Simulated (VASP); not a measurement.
**Ir: relaxation of cell and atoms with LDA**

Crystal: Ir.

```xyz
1
Lattice="0.0000 1.9156 1.9156 1.9156 0.0000 1.9156 1.9156 1.9156 0.0000" Properties=species:S:1:pos:R:3 pbc="T T T"
Ir    0.0000    0.0000    0.0000
```

* Program: VASP 6.6.1
* Task: relaxation of cell and atoms
* Functional: LDA
* Potentials or basis: VASP PAW LDA potentials, release 64 (Ir)
* Cutoff: 500 eV
* k mesh: 9 × 9 × 9
* Occupations: fermi-dirac, width 0.05 eV
* Spin: no spin polarisation
* Dipole correction: no
* Further INCAR settings: ALGO = Normal; EDIFF = 1e-07; IBRION = 2; EDIFFG = -0.03; NSW = 60; ISIF = 3

```json
{"Relaxed volume": "13.91 Å³/atom", "Relaxed cell": "a = 2.699 Å, b = 2.699 Å, c = 2.699 Å, α = 60.00°, β = 60.00°, γ = 60.00°", "Space group after relaxing (to 0.05 Å)": "Fm-3m (No. 225)", "Energy gained by relaxing": "2.1 meV/atom", "Ionic steps": "3", "Pressure after relaxing": "-0.1 GPa"}
```

The path:
```
step  energy change (eV)  largest force (eV/Å)  pressure (GPa)  volume (Å³)
   1              0.0000                0.0000           -4.32        14.06
   2              0.0344                0.0000           20.21        13.30
   3             -0.0021                0.0000           -0.09        13.91
```

Final structure:
```cif
data_structure
_symmetry_space_group_name_H-M 'P 1'
_symmetry_Int_Tables_number 1
_cell_length_a 2.6994
_cell_length_b 2.6994
_cell_length_c 2.6994
_cell_angle_alpha 60.000
_cell_angle_beta 60.000
_cell_angle_gamma 60.000
_cell_volume 13.91
loop_
_atom_site_label
_atom_site_type_symbol
_atom_site_fract_x
_atom_site_fract_y
_atom_site_fract_z
_atom_site_occupancy
Ir1 Ir 0.00000 0.00000 0.00000 1
```

Levels at points of the mesh, in eV from the Fermi level:
```csv
k point,band 1,band 2,band 3,band 4,band 5,band 6,band 7,band 8
"(0.00, 0.00, 0.00)",-11.20,-3.93,-3.93,-3.93,-1.14,-1.14,14.41,20.04
```

It took 4.4 s on 1 thread of Intel(R) Xeon(R) 6975P-C (Granite Rapids), on a shared host, peak memory 0.12 GiB.

Caveat: spin-orbit coupling is left out, which moves the levels of the heavy elements. LDA usually gives volumes a few per cent too small.
